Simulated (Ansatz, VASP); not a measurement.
**Two plane-wave programs on AlN**

Contents of POSCAR:

```
AlN
1.0
    2.8465141993      0.0000000000      0.0000000000
   -1.4232570996      2.4651536088      0.0000000000
    0.0000000000      0.0000000000      5.9299692956
Al N
2 2
Direct
    0.3333333333      0.6666666667      0.0016929024
    0.6666666667      0.3333333333      0.5016929024
    0.3333333333      0.6666666667      0.3833070976
    0.6666666667      0.3333333333      0.8833070976
```

The input INCAR.step1:

```
ALGO = Normal
EDIFF = 1E-4
ENCUT = 520
GGA = PE
ISMEAR = 0
LASPH = T
LCHARG = F
LREAL = F
LWAVE = T
NBANDS = 16
NELM = 60
PREC = Accurate
SIGMA = 0.05
```

File INCAR.step2:

```
ALGO = Normal
EDIFF = 1E-7
ENCUT = 520
ISIF = 2
ISMEAR = 0
ISTART = 1
LASPH = T
LCHARG = F
LMIXTAU = T
LREAL = F
LWAVE = F
METAGGA = R2SCAN
NBANDS = 16
NELM = 60
PREC = Accurate
SIGMA = 0.05
```

KPOINTS

```
k-points
0
Gamma
  12 12 6
```

Input for Ansatz:

```yaml
crystal:
  lattice:
    - [2.8465141993, 0.0, 0.0]
    - [-1.4232570996, 2.4651536088, 0.0]
    - [0.0, 0.0, 5.9299692956]
  atoms:
    - { symbol: Al, position: [0.3333333333, 0.6666666667, 0.0016929024] }
    - { symbol: Al, position: [0.6666666667, 0.3333333333, 0.5016929024] }
    - { symbol: "N", position: [0.3333333333, 0.6666666667, 0.3833070976] }
    - { symbol: "N", position: [0.6666666667, 0.3333333333, 0.8833070976] }
basis:
  ecutwfc: 500
kpoints:
  mp_grid: { grid: [12, 12, 6] }
hamiltonian:
  xc: r2scan
scf:
  occupations: { method: gaussian, width: 0.05 }
output:
  forces: true
  stress: true
  eigenvalues: true
```

Alike in both runs: task single point; functional r2SCAN; k mesh 12 × 12 × 6; occupations gaussian, width 0.05 eV; no spin polarisation.

|  | VASP | Ansatz |
| --- | --- | --- |
| version | VASP 6.6.1 | Ansatz 0.2.0 |
| potentials or method | VASP PAW PBE potentials, release 64 (Al, N), cutoff 520 eV | scalar-relativistic, plane waves, PAW |
| valence electrons in the cell | 16 | 16 |

```csv
,VASP,Ansatz,Ansatz less VASP
gap on the k mesh at the Fermi level (eV),2.28,2.28,-0.003
least direct gap on the mesh (eV),2.28,2.28,-0.003
pressure (GPa),18.4,18.4,+0.02
"traceless stress, the component that is largest in VASP (GPa)",-65.45,-64.70,+0.743
rms of the force components (eV/Å),0.366,0.346,-0.0195
```

VASP's potentials were made for PBE, not for r2SCAN. Atom by atom the forces differ by 0.020 eV/Å (rms over components). With one functional, cell and mesh, what is left measures potentials, basis and numerics.
